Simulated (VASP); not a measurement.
# BRh12 in VASP: single point with LDA

Aim: the single point of BRh12 with LDA.

Everything below comes from runs of VASP 6.6.1. Logs are shortened: lines on timing, memory, paths and dates and some standing lists are left out, and cuts for length are marked.

## (1) The cell of the first run

The cell holds a slab with vacuum, 13 atoms: a = 5.374 Å, b = 5.374 Å, c = 17.388 Å, α = 90.00°, β = 90.00°, γ = 60.00°.

## (2) Single point, LDA

The input, INCAR:

```
PREC = Accurate
ENCUT = 520
EDIFF = 1E-7
ISMEAR = 0
SIGMA = 0.15
LREAL = F
LASPH = T
NELM = 80
ALGO = Normal
ISIF = 2
LWAVE = F
LCHARG = T
LELF = T
LVHAR = T
NBANDS = 104
```

The input, KPOINTS:

```
Automatic mesh
0
Gamma
  4 4 1
```

The input, POSCAR:

```
BRh12
1.0
    5.3740120000      0.0000000000      0.0000000000
    2.6870060000      4.6540310000      0.0000000000
    0.0000000000      0.0000000000     17.3878620000
Rh B
12 1
Direct
    0.1666666488      0.1666667025      0.0575113835
    0.6666666488      0.1666667025      0.0575113835
    0.1666667025      0.6666665950      0.0575113835
    0.6666667025      0.6666665950      0.0575113835
   -0.1675678932      0.3353501513      0.1791504902
    0.3337570966      0.3337195219      0.1780847467
   -0.1628188229      0.8371285022      0.1758213862
    0.3353878070      0.8323966901      0.1791451991
    0.0020967166      0.0020451089      0.3041256596
    0.5147958168     -0.0118458601      0.3018942179
   -0.0117712455      0.5147352908      0.3018965184
    0.4974458989      0.4973791537      0.2995164098
    1.1921333092      0.1920558759      0.3695377845
```

Potentials or basis: VASP PAW LDA potentials, release 64 (Rh_pv, B).

The run is started by

```
cat potpaw_LDA.64/Rh_pv/POTCAR potpaw_LDA.64/B/POTCAR > POTCAR
mpirun -np 1 vasp_std > vasp.out
```

OUTCAR:

```text
PREC = Accurate
   ENCUT = 520
   EDIFF = 1E-7
   ISMEAR = 0
   LREAL = F
   LASPH = T
   NELM = 80
   ISIF = 2

 ion  position               nearest neighbor table
   1  0.167  0.167  0.058-   6 2.61   5 2.63   8 2.63   3 2.69   4 2.69   2 2.69   2 2.69   4 2.69
                             3 2.69
   2  0.667  0.167  0.058-   7 2.57   6 2.61   5 2.63   4 2.69   3 2.69   1 2.69   1 2.69   3 2.69
                             4 2.69
   3  0.167  0.667  0.058-   7 2.57   6 2.61   8 2.63   1 2.69   2 2.69   4 2.69   4 2.69   2 2.69
                             1 2.69
   4  0.667  0.667  0.058-   7 2.60   8 2.62   5 2.62   2 2.69   1 2.69   3 2.69   3 2.69   1 2.69
                             2 2.69
   5  0.832  0.335  0.179-  12 2.61   4 2.62   1 2.63   2 2.63  11 2.64   7 2.67   9 2.67   8 2.67
                             6 2.68   6 2.69   8 2.70   7 2.71
   6  0.334  0.334  0.178-  12 2.60   2 2.61   3 2.61   1 2.61   5 2.68   8 2.68   7 2.69  11 2.69
                             7 2.69  10 2.69   8 2.69   5 2.69
   7  0.837  0.837  0.176-   3 2.57   2 2.57   4 2.60  10 2.66  11 2.66   8 2.67   5 2.67   6 2.69
                             6 2.69   9 2.71   5 2.71   8 2.71
   8  0.335  0.832  0.179-  12 2.61   4 2.62   1 2.63   3 2.63  10 2.64   7 2.67   9 2.67   5 2.67
                             6 2.68   6 2.69   5 2.70   7 2.71
   9  0.002  0.002  0.304-  13 2.10  11 2.66  10 2.66   5 2.67   8 2.67  12 2.69  12 2.69   7 2.71
                            10 2.72  11 2.72
  10  0.515  0.988  0.302-  13 1.92  11 2.54   8 2.64   7 2.66   9 2.66  12 2.69   6 2.69  12 2.69
                             9 2.72  11 2.83
  11  0.988  0.515  0.302-  13 1.92  10 2.54   5 2.64   7 2.66   9 2.66  12 2.69   6 2.69  12 2.69
                             9 2.72  10 2.83
  12  0.497  0.497  0.300-   6 2.60   5 2.61   8 2.61  10 2.69  11 2.69   9 2.69   9 2.69  11 2.69
                            10 2.69
  13  0.192  0.192  0.370-  10 1.92  11 1.92   9 2.10

  LATTYP: Found a hexagonal cell.
 ALAT       =     5.3740120760
 C/A-ratio  =     3.2355457625

  Lattice vectors:

 A1 = (  -2.6870060000,  -4.6540310000,   0.0000000000)
 A2 = (   5.3740120000,   0.0000000000,   0.0000000000)
 A3 = (   0.0000000000,   0.0000000000,  17.3878620000)

Analysis of symmetry for initial positions (statically):
=====================================================================
 Subroutine PRICEL returns:
 Original cell was already a primitive cell.

 Routine SETGRP: Setting up the symmetry group for a
 hexagonal supercell.

 Subroutine GETGRP returns: Found  1 space group operations
 (whereof  1 operations were pure point group operations)
 out of a pool of 24 trial point group operations.

The static configuration has the point symmetry C_1 .

Analysis of symmetry for dynamics (positions and initial velocities):
=====================================================================
 Subroutine PRICEL returns:
 Original cell was already a primitive cell.

 Routine SETGRP: Setting up the symmetry group for a
 hexagonal supercell.

 Subroutine GETGRP returns: Found  1 space group operations
 (whereof  1 operations were pure point group operations)
 out of a pool of 24 trial point group operations.

The dynamic configuration has the point symmetry C_1 .

 Subroutine INISYM returns: Found  1 space group operations
 (whereof  1 operations are pure point group operations),
 and found     1 'primitive' translations

----------------------------------------------------------------------------------------

                                     Primitive cell

  volume of cell :     434.8847

  direct lattice vectors                    reciprocal lattice vectors
     5.374012000  0.000000000  0.000000000     0.186080716 -0.107433749  0.000000000
     2.687006000  4.654031000  0.000000000     0.000000000  0.214867499  0.000000000
     0.000000000  0.000000000 17.387862000     0.000000000  0.000000000  0.057511384

  length of vectors
     5.374012000  5.374012076 17.387862000     0.214867502  0.214867499  0.057511384

  position of ions in fractional coordinates (direct lattice)
     0.166666649  0.166666703  0.057511383
     0.666666649  0.166666703  0.057511383
     0.166666703  0.666666595  0.057511383
[... 38 lines left out ...]
     0.046520179 -0.026858437  0.000000000     0.250000000  0.000000000  0.000000000
     0.000000000  0.053716875  0.000000000     0.000000000  0.250000000  0.000000000
     0.000000000  0.000000000  0.057511384     0.000000000  0.000000000  1.000000000

  Length of vectors
     0.053716875  0.053716875  0.057511384

  Shift w.r.t. Gamma in fractional coordinates (k-lattice)
     0.000000000  0.000000000  0.000000000

 Subroutine IBZKPT returns following result:
 ===========================================

 Found     10 irreducible k-points:

 Following reciprocal coordinates:
            Coordinates               Weight
  0.000000  0.000000  0.000000      1.000000
  0.250000  0.000000  0.000000      2.000000
  0.250000  0.250000  0.000000      2.000000
  0.000000  0.250000  0.000000      2.000000
  0.500000  0.000000  0.000000      1.000000
  0.500000  0.500000  0.000000      1.000000
  0.000000  0.500000  0.000000      1.000000
  0.500000  0.250000  0.000000      2.000000
  0.250000  0.500000  0.000000      2.000000
 -0.250000  0.250000  0.000000      2.000000
   k-points           NKPTS =     10   k-points in BZ     NKDIM =     10   number of bands    NBANDS=    104
   number of dos      NEDOS =    301   number of ions     NIONS =     13
   total plane-waves  NPLWV = 224000
   dimension x,y,z NGX =    40 NGY =   40 NGZ =  140
   dimension x,y,z NGXF=    80 NGYF=   80 NGZF=  280
   ions per type =              12   1
   NGX,Y,Z   is equivalent  to a cutoff of  12.37, 12.37, 13.39 a.u.
   NGXF,Y,Z  is equivalent  to a cutoff of  24.75, 24.75, 26.77 a.u.
 SYSTEM =  unknown system
   PREC   = accura    normal or accurate (medium, high low for compatibility)
   ISTART =      0    job   : 0-new  1-cont  2-samecut
   ICHARG =      2    charge: 1-file 2-atom 10-const
   ISPIN  =      1    spin polarized calculation?
   LNONCOLLINEAR =      F non collinear calculations
   LSORBIT =      F    spin-orbit coupling
   LASPH  =      T    aspherical Exc in radial PAW
   ENCUT  =  520.0 eV  38.22 Ry    6.18 a.u.   9.99  9.99 32.33*2*pi/ulx,y,z
   NELM   =     80;   NELMIN=  2; NELMDL= -5     # of ELM steps
   EDIFF  = 0.1E-06   stopping-criterion for ELM
   LREAL  =      F    real-space projection
   EDIFFG = 0.1E-05   stopping-criterion for IOM
   NSW    =      0    number of steps for IOM
   IBRION =     -1    ionic relax: 0-MD 1-quasi-New 2-CG
   NFREE  =      0    steps in history (QN), initial steepest desc. (CG)
   ISIF   =      2    stress and relaxation
   ISYM   =      2    0-nonsym 1-usesym 2-fastsym
   POTIM  = 0.5000    time-step for ionic-motion
   TEBEG  =    0.0;   TEEND  =   0.0 temperature during run
   PSTRESS=    0.0 pullay stress
   NELECT =     183.0000    total number of electrons
   NUPDOWN=      -1.0000    fix difference up-down
   EMIN   =  10.00;   EMAX   =-10.00  energy-range for DOS
   EFERMI =   0.00;   METHOD = LEGACY
   ISMEAR =     0;   SIGMA  =   0.15  broadening in eV -4-tet -1-fermi 0-gaus
   EFERMI_NEDOS =   21; number of points for ismear=-14 and -15
   IALGO  =     38    algorithm
   IMIX   =      4    mixing-type and parameters
     AMIX     =   0.40;   BMIX     =  1.00
     AMIX_MAG =   1.60;   BMIX_MAG =  1.00
  volume/ion in A,a.u.               =      33.45       225.75
  Fermi-wavevector in a.u.,A,eV,Ry     =   1.226781  2.318281 20.476666  1.504992
  Thomas-Fermi vector in A             =   2.361769
   LORBIT       =      0    0 simple, 1 ext, 2 COOP (PROOUT), +10 PAW based schemes
   GGA     = CA    functional components
   LHFCALC =     F    Hartree Fock is set to
   AEXX    =    0.0000 exact exchange contribution
   IVDW    =     0    specifies the selected vdW correction
   LEPSILON=     F    determine dielectric tensor
   LRPA    =     F    only Hartree local field effects (RPA)
 non-spin polarized calculation
 Gauss-broadening in eV      SIGMA  =   0.15
  energy-cutoff  :      520.00
  volume of cell :      434.88
 maximum number of plane-waves:     11750
   NGX = 19   NGY = 19   NGZ = 65

 number of electron     182.9999988 magnetization

 Free energy of the ion-electron system (eV)
  ---------------------------------------------------
  ext. energy  EPLUGINS =         0.00000000
  ---------------------------------------------------
  free energy    TOTEN  =      -103.22423044 eV

  energy without entropy =     -102.96962793  energy(sigma->0) =     -103.09692918

 E-fermi :   1.2449     XC(G=0):  -6.6899

 val. band max:        1.2348599197   @ k =   0.5000   0.2500   0.0000
 cond. band min:       1.2695212820   @ k =   0.0000   0.0000   0.0000
 fundamental gap:      0.0346613622
 Fermi energy:         1.2448904776

 k-point     1 :       0.0000    0.0000    0.0000
  band No.  band energies     occupation
      1     -45.7463      2.00000
      2     -45.7145      2.00000
      3     -45.6831      2.00000
      4     -45.6747      2.00000
      5     -45.6555      2.00000
      6     -45.5948      2.00000
[... 1049 lines left out ...]
    102       2.2623      0.00000
    103       2.5900      0.00000
 [bands above 103 left out]

------------------------ aborting loop because EDIFF is reached ----------------------------------------

  FORCE on cell =-STRESS in cart. coord.  units (eV):
  Direction    XX          YY          ZZ          XY          YZ          ZX
  --------------------------------------------------------------------------------------
  -------------------------------------------------------------------------------------
  Total      -13.1823533    -11.6092921      0.6940991     -1.3648727     -0.6052251     -1.0557951
  in kB      -48.5656763    -42.7702936      2.5571603     -5.0283863     -2.2297359     -3.8897004
  external PRESSURE =     -29.5929365 kB  Pullay stress =       0.0000000 kB

 VOLUME and BASIS-vectors are now :
 -----------------------------------------------------------------------------
  energy-cutoff  :      520.00
  volume of cell :      434.88
      direct lattice vectors                 reciprocal lattice vectors
     5.374012000  0.000000000  0.000000000     0.186080716 -0.107433749  0.000000000
     2.687006000  4.654031000  0.000000000     0.000000000  0.214867499  0.000000000
     0.000000000  0.000000000 17.387862000     0.000000000  0.000000000  0.057511384

 POSITION                                       TOTAL-FORCE (eV/Angst)
 -----------------------------------------------------------------------------------
      1.34350      0.77567      1.00000         0.023284      0.013325      0.088732
      4.03051      0.77567      1.00000        -0.011367      0.185020     -0.151747
      2.68701      3.10269      1.00000         0.154853     -0.102952     -0.152155
      5.37401      3.10269      1.00000        -0.051287     -0.029998      0.034770
      5.37459      1.56073      3.11504         0.021054      0.001688      0.006016
      2.69032      1.55314      3.09651         0.016906      0.009724      0.017609
      6.74839      3.89602      3.05716        -0.003527     -0.001388     -0.009501
      4.03903      3.87400      3.11495         0.011799      0.017308      0.007061
      0.01676      0.00952      5.28809        -0.010899     -0.006476      0.070645
      5.42169      4.59890      5.24929         0.111351      0.022436     -0.001766
      6.69385      2.39559      5.24934         0.074706      0.085113     -0.001711
      4.00974      2.31482      5.20795         0.057774      0.033762      0.025226
      1.54858      0.89383      6.42547        -0.394648     -0.227563      0.066821
 -----------------------------------------------------------------------------------
    total drift:                                0.000194      0.000112      0.001736

  FREE ENERGIE OF THE ION-ELECTRON SYSTEM (eV)
  ---------------------------------------------------
  free  energy   TOTEN  =      -103.2242304384 eV

  energy  without entropy=     -102.9696279284  energy(sigma->0) =     -103.09692918
```

Run time: 18 min. Hardware: 1 thread of Intel Xeon Platinum 8375C at 2.90GHz (Ice Lake), shared host; peak memory 0.58 GiB.

Results:

| Item | Value |
| --- | --- |
| Free energy | -103.2242 eV |
| Largest force | 0.460 eV/Å |
| Band gap on the k mesh | zero (an odd number of electrons rules out a gap without spin polarisation) |

Forces on the atoms (eV/Å):
```
Rh   0.023  0.013  0.089
Rh  -0.011  0.185 -0.152
Rh   0.155 -0.103 -0.152
Rh  -0.051 -0.030  0.035
Rh   0.021  0.002  0.006
Rh   0.017  0.010  0.018
Rh  -0.004 -0.001 -0.010
Rh   0.012  0.017  0.007
Rh  -0.011 -0.006  0.071
Rh   0.111  0.022 -0.002
Rh   0.075  0.085 -0.002
Rh   0.058  0.034  0.025
B   -0.395 -0.228  0.067
```

Levels at points of the mesh, in eV from the Fermi level:
| k point | band 91 | band 92 | band 93 | band 94 | band 95 | band 96 |
| --- | --- | --- | --- | --- | --- | --- |
| (0.00, 0.00, 0.00) | 0.53 | 0.57 | 0.59 | 0.59 | 0.74 | 0.79 |
| (0.50, 0.00, 0.00) | -0.48 | -0.39 | -0.35 | -0.34 | 0.11 | 0.25 |
| (0.50, 0.50, 0.00) | -0.43 | -0.39 | -0.35 | -0.29 | 0.11 | 0.27 |
| (0.00, 0.50, 0.00) | -0.48 | -0.39 | -0.35 | -0.34 | 0.11 | 0.25 |
